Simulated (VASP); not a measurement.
# Re in VASP: single point with PBE

Aim: the single point of Re with PBE.

Everything below comes from runs of VASP 6.6.1. Logs are shortened: lines on timing, memory, paths and dates and some standing lists are left out, and cuts for length are marked.

## (1) The cell of the first run

The cell holds a slab with vacuum, 6 atoms: a = 2.776 Å, b = 4.482 Å, c = 21.609 Å, α = 90.00°, β = 90.00°, γ = 90.00°.

## (2) Single point, PBE

Input file INCAR:

```
PREC = Accurate ; ENCUT = 520
EDIFF = 1E-7 ; ISMEAR = -1
SIGMA = 0.08 ; LREAL = F
LASPH = T ; NELM = 100
ALGO = Normal ; ISIF = 2
LWAVE = F ; LCHARG = F
LDIPOL = T ; IDIPOL = 3
DIPOL = 0.5 0.5 0.500 ; GGA = PE
NBANDS = 30
```

Input file KPOINTS:

```
Automatic mesh
0
Gamma
  15 9 1
```

Input file POSCAR:

```
Re
1.0
    2.7758621372      0.0000000000      0.0000000000
    0.0000000000      4.4818846070      0.0000000000
    0.0000000000      0.0000000000     21.6093000000
Re
6
Direct
    0.7500000000      0.7500000000      0.3702119773
    0.2500000000      0.2500000000      0.4072942697
    0.2500000000      0.7500000000      0.4814588538
    0.7500000000      0.2500000000      0.5185411462
    0.7500000000      0.7500000000      0.5927057303
    0.2500000000      0.2500000000      0.6297880227
```

Potentials or basis: VASP PAW PBE potentials, release 64 (Re).

Command:

```bash
$ cat potpaw_PBE.64/Re/POTCAR > POTCAR
$ mpirun -np 1 vasp_std > vasp.out
```

OUTCAR:

```text
PREC = Accurate
   ENCUT = 520
   EDIFF = 1E-7
   ISMEAR = -1
   LREAL = F
   LASPH = T
   NELM = 100
   ISIF = 2
   GGA = PE

 ion  position               nearest neighbor table
   1  0.750  0.750  0.370-   2 2.76   2 2.76   2 2.76   2 2.76   3 2.78   3 2.78
   2  0.250  0.250  0.407-   3 2.76   3 2.76   1 2.76   1 2.76   1 2.76   1 2.76   4 2.78   4 2.78

   3  0.250  0.750  0.481-   2 2.76   2 2.76   4 2.76   4 2.76   4 2.76   4 2.76   1 2.78   1 2.78
                             5 2.78   5 2.78
   4  0.750  0.250  0.519-   5 2.76   5 2.76   3 2.76   3 2.76   3 2.76   3 2.76   2 2.78   2 2.78
                             6 2.78   6 2.78
   5  0.750  0.750  0.593-   4 2.76   4 2.76   6 2.76   6 2.76   6 2.76   6 2.76   3 2.78   3 2.78

   6  0.250  0.250  0.630-   5 2.76   5 2.76   5 2.76   5 2.76   4 2.78   4 2.78

  LATTYP: Found a simple orthorhombic cell.
 ALAT       =     2.7758621372
 B/A-ratio  =     1.6145919305
 C/A-ratio  =     7.7847165788

  Lattice vectors:

 A1 = (   2.7758621372,   0.0000000000,   0.0000000000)
 A2 = (   0.0000000000,   4.4818846070,   0.0000000000)
 A3 = (   0.0000000000,   0.0000000000,  21.6093000000)

Analysis of symmetry for initial positions (statically):
=====================================================================
 Subroutine PRICEL returns:
 Original cell was already a primitive cell.

 Routine SETGRP: Setting up the symmetry group for a
 simple orthorhombic supercell.

 Subroutine GETGRP returns: Found  8 space group operations
 (whereof  2 operations were pure point group operations)
 out of a pool of  8 trial point group operations.

The static configuration has the point symmetry S_2 .
 The point group associated with its full space group is D_2h.

Analysis of symmetry for dynamics (positions and initial velocities):
=====================================================================
 Subroutine PRICEL returns:
 Original cell was already a primitive cell.

 Routine SETGRP: Setting up the symmetry group for a
 simple orthorhombic supercell.

 Subroutine GETGRP returns: Found  8 space group operations
 (whereof  2 operations were pure point group operations)
 out of a pool of  8 trial point group operations.

The dynamic configuration has the point symmetry S_2 .
 The point group associated with its full space group is D_2h.

 Subroutine INISYM returns: Found  8 space group operations
 (whereof  2 operations are pure point group operations),
 and found     1 'primitive' translations

----------------------------------------------------------------------------------------

                                     Primitive cell

  volume of cell :     268.8433

  direct lattice vectors                    reciprocal lattice vectors
     2.775862137  0.000000000  0.000000000     0.360248438  0.000000000  0.000000000
     0.000000000  4.481884607  0.000000000     0.000000000  0.223120425  0.000000000
     0.000000000  0.000000000 21.609300000     0.000000000  0.000000000  0.046276372

  length of vectors
     2.775862137  4.481884607 21.609300000     0.360248438  0.223120425  0.046276372

  position of ions in fractional coordinates (direct lattice)
     0.750000000  0.750000000  0.370211977
     0.250000000  0.250000000  0.407294270
     0.250000000  0.750000000  0.481458854
     0.750000000  0.250000000  0.518541146
     0.750000000  0.750000000  0.592705730
     0.250000000  0.250000000  0.629788023

  ion indices of the primitive-cell ions
   primitive index   ion index
                 1           1
                 2           2
                 3           3
                 4           4
                 5           5
                 6           6

----------------------------------------------------------------------------------------

 KPOINTS: Automatic mesh

Automatic generation of k-mesh.
 Grid dimensions read from file:
 generate k-points for:   15    9    1

 Generating k-lattice:

  Cartesian coordinates                     Fractional coordinates (reciprocal lattice)
     0.024016563  0.000000000  0.000000000     0.066666667  0.000000000  0.000000000
     0.000000000  0.024791158  0.000000000     0.000000000  0.111111111  0.000000000
     0.000000000  0.000000000  0.046276372     0.000000000  0.000000000  1.000000000

  Length of vectors
     0.024016563  0.024791158  0.046276372

  Shift w.r.t. Gamma in fractional coordinates (k-lattice)
     0.000000000  0.000000000  0.000000000

 Subroutine IBZKPT returns following result:
 ===========================================

 Found     40 irreducible k-points:

 Following reciprocal coordinates:
            Coordinates               Weight
  0.000000  0.000000  0.000000      1.000000
  0.066667  0.000000  0.000000      2.000000
  0.133333  0.000000  0.000000      2.000000
  0.200000  0.000000  0.000000      2.000000
  0.266667  0.000000  0.000000      2.000000
  0.333333  0.000000  0.000000      2.000000
[... 16 lines left out ...]
  0.400000  0.222222  0.000000      4.000000
  0.466667  0.222222  0.000000      4.000000
 [... further k-points ...]
   k-points           NKPTS =     40   k-points in BZ     NKDIM =     40   number of bands    NBANDS=     30
   number of dos      NEDOS =    301   number of ions     NIONS =      6
   total plane-waves  NPLWV = 139968
   dimension x,y,z NGX =    24 NGY =   36 NGZ =  162
   dimension x,y,z NGXF=    48 NGYF=   72 NGZF=  324
   ions per type =               6
   NGX,Y,Z   is equivalent  to a cutoff of  14.37, 13.35, 12.46 a.u.
   NGXF,Y,Z  is equivalent  to a cutoff of  28.75, 26.71, 24.93 a.u.
 SYSTEM =  unknown system
   PREC   = accura    normal or accurate (medium, high low for compatibility)
   ISTART =      0    job   : 0-new  1-cont  2-samecut
   ICHARG =      2    charge: 1-file 2-atom 10-const
   ISPIN  =      1    spin polarized calculation?
   LNONCOLLINEAR =      F non collinear calculations
   LSORBIT =      F    spin-orbit coupling
   LASPH  =      T    aspherical Exc in radial PAW
   ENCUT  =  520.0 eV  38.22 Ry    6.18 a.u.   5.16  8.33 40.18*2*pi/ulx,y,z
   NELM   =    100;   NELMIN=  2; NELMDL= -5     # of ELM steps
   EDIFF  = 0.1E-06   stopping-criterion for ELM
   LREAL  =      F    real-space projection
   EDIFFG = 0.1E-05   stopping-criterion for IOM
   NSW    =      0    number of steps for IOM
   IBRION =     -1    ionic relax: 0-MD 1-quasi-New 2-CG
   NFREE  =      0    steps in history (QN), initial steepest desc. (CG)
   ISIF   =      2    stress and relaxation
   ISYM   =      2    0-nonsym 1-usesym 2-fastsym
   POTIM  = 0.5000    time-step for ionic-motion
   TEBEG  =    0.0;   TEEND  =   0.0 temperature during run
   PSTRESS=    0.0 pullay stress
   NELECT =      42.0000    total number of electrons
   NUPDOWN=      -1.0000    fix difference up-down
   EMIN   =  10.00;   EMAX   =-10.00  energy-range for DOS
   EFERMI =   0.00;   METHOD = LEGACY
   ISMEAR =    -1;   SIGMA  =   0.08  broadening in eV -4-tet -1-fermi 0-gaus
   EFERMI_NEDOS =   21; number of points for ismear=-14 and -15
   IALGO  =     38    algorithm
   IMIX   =      4    mixing-type and parameters
     AMIX     =   0.40;   BMIX     =  1.00
     AMIX_MAG =   1.60;   BMIX_MAG =  1.00
  volume/ion in A,a.u.               =      44.81       302.37
  Fermi-wavevector in a.u.,A,eV,Ry     =   0.881708  1.666187 10.577294  0.777409
  Thomas-Fermi vector in A             =   2.002241
   LORBIT       =      0    0 simple, 1 ext, 2 COOP (PROOUT), +10 PAW based schemes
   GGA     = PE    functional components
   LHFCALC =     F    Hartree Fock is set to
   AEXX    =    0.0000 exact exchange contribution
   IVDW    =     0    specifies the selected vdW correction
   LEPSILON=     F    determine dielectric tensor
   LRPA    =     F    only Hartree local field effects (RPA)
 non-spin polarized calculation
  energy-cutoff  :      520.00
  volume of cell :      268.84
 maximum number of plane-waves:      7280
 NGX is ok and might be reduce to    24
   NGX = 11   NGY = 17   NGZ = 81

 dipolmoment           0.000000      0.000000     -0.000000 electrons x Angstroem

 number of electron      42.0000000 magnetization

 dipolmoment           0.000000      0.000000      0.000000 electrons x Angstroem

 Free energy of the ion-electron system (eV)
  ---------------------------------------------------
  ext. energy  EPLUGINS =         0.00000000
  ---------------------------------------------------
  free energy    TOTEN  =       -69.86011856 eV

  energy without entropy =      -69.72876417  energy(sigma->0) =      -69.79444136

 E-fermi :  -0.4608     XC(G=0):  -5.5843

 val. band max:       -0.4779830209   @ k =   0.0000   0.4444   0.0000
 cond. band min:      -0.4523249989   @ k =   0.0667   0.4444   0.0000
 fundamental gap:      0.0256580221
 Fermi energy:        -0.4607525310

 k-point     1 :       0.0000    0.0000    0.0000
  band No.  band energies     occupation
      1      -9.5402      2.00000
      2      -7.6250      2.00000
      3      -6.4708      2.00000
      4      -6.3855      2.00000
      5      -5.9452      2.00000
      6      -5.2067      2.00000
[... 22 lines left out ...]
     29       1.7067      0.00000
     30       2.1328      0.00000

 k-point     2 :       0.0667    0.0000    0.0000
  band No.  band energies     occupation
      1      -9.4110      2.00000
      2      -7.4953      2.00000
      3      -6.3318      2.00000
      4      -6.2592      2.00000
      5      -5.8065      2.00000
      6      -5.0797      2.00000
[... 22 lines left out ...]
     29       1.3000      0.00000
     30       2.0523      0.00000

 k-point     3 :       0.1333    0.0000    0.0000
  band No.  band energies     occupation
      1      -9.0383      2.00000
      2      -7.1326      2.00000
      3      -5.9484      2.00000
      4      -5.9238      2.00000
      5      -5.4205      2.00000
      6      -5.0997      2.00000
[... 682 lines left out ...]
     29       2.8004      0.00000
     30       2.8101      0.00000

 k-point    24 :       0.4667    0.2222    0.0000
  band No.  band energies     occupation
      1      -6.4180      2.00000
      2      -6.3309      2.00000
      3      -5.5806      2.00000
      4      -5.5102      2.00000
      5      -5.0034      2.00000
      6      -4.8977      2.00000
[... 22 lines left out ...]
     29       3.1457      0.00000
     30       3.2268      0.00000

 [... further k-points ...]

------------------------ aborting loop because EDIFF is reached ----------------------------------------

 vacuum level on the upper side and lower side of the slab       (xc-potential included)        -0.164        -0.164

  FORCE on cell =-STRESS in cart. coord.  units (eV):
  Direction    XX          YY          ZZ          XY          YZ          ZX
  --------------------------------------------------------------------------------------
  -------------------------------------------------------------------------------------
  Total      -10.0687725    -12.1247806     -6.8379352      0.0000000      0.0000000      0.0000000
  in kB      -60.0050563    -72.2578788    -40.7508155      0.0000000      0.0000000      0.0000000
  external PRESSURE =     -57.6712502 kB  Pullay stress =       0.0000000 kB

 VOLUME and BASIS-vectors are now :
 -----------------------------------------------------------------------------
  energy-cutoff  :      520.00
  volume of cell :      268.84
      direct lattice vectors                 reciprocal lattice vectors
     2.775862137  0.000000000  0.000000000     0.360248438  0.000000000  0.000000000
     0.000000000  4.481884607  0.000000000     0.000000000  0.223120425  0.000000000
     0.000000000  0.000000000 21.609300000     0.000000000  0.000000000  0.046276372

 POSITION                                       TOTAL-FORCE (eV/Angst)
 -----------------------------------------------------------------------------------
      2.08190      3.36141      8.00002         0.000000      0.000000      1.414594
      0.69397      1.12047      8.80134         0.000000      0.000000     -0.165830
      0.69397      3.36141     10.40399         0.000000     -0.000000     -0.644092
      2.08190      1.12047     11.20531         0.000000      0.000000      0.644092
      2.08190      3.36141     12.80796         0.000000      0.000000      0.165830
      0.69397      1.12047     13.60928         0.000000      0.000000     -1.414594
 -----------------------------------------------------------------------------------
    total drift:                                0.000000     -0.000000      0.000000

  FREE ENERGIE OF THE ION-ELECTRON SYSTEM (eV)
  ---------------------------------------------------
  free  energy   TOTEN  =       -69.8601185576 eV

  energy  without entropy=      -69.7287641680  energy(sigma->0) =      -69.79444136

 vacuum level on the upper side and lower side of the slab         4.136         4.136
```

Wall time 8.4 min (1 thread of AMD EPYC 9R45 (Zen 5), shared host); peak memory 0.48 GiB.

What came out:

```yaml
Free_energy: -69.8601 eV
Largest_force: 1.415 eV/Å
Band_gap_on_the_k_mesh: zero (bands 21 and 22 overlap by 1.48 eV)
```

Forces in eV/Å, atoms in the order of the input:
```
Re   0.000  0.000  1.415
Re   0.000  0.000 -0.166
Re   0.000  0.000 -0.644
Re   0.000  0.000  0.644
Re   0.000  0.000  0.166
Re   0.000  0.000 -1.415
```

Levels at points of the mesh, in eV from the Fermi level:
```csv
k point,band 20,band 21,band 22,band 23,band 24,band 25
"(0.00, 0.00, 0.00)",-0.48,-0.47,-0.25,-0.18,-0.02,0.38
```

Caveat: spin-orbit coupling is left out, which moves the levels of the heavy elements.
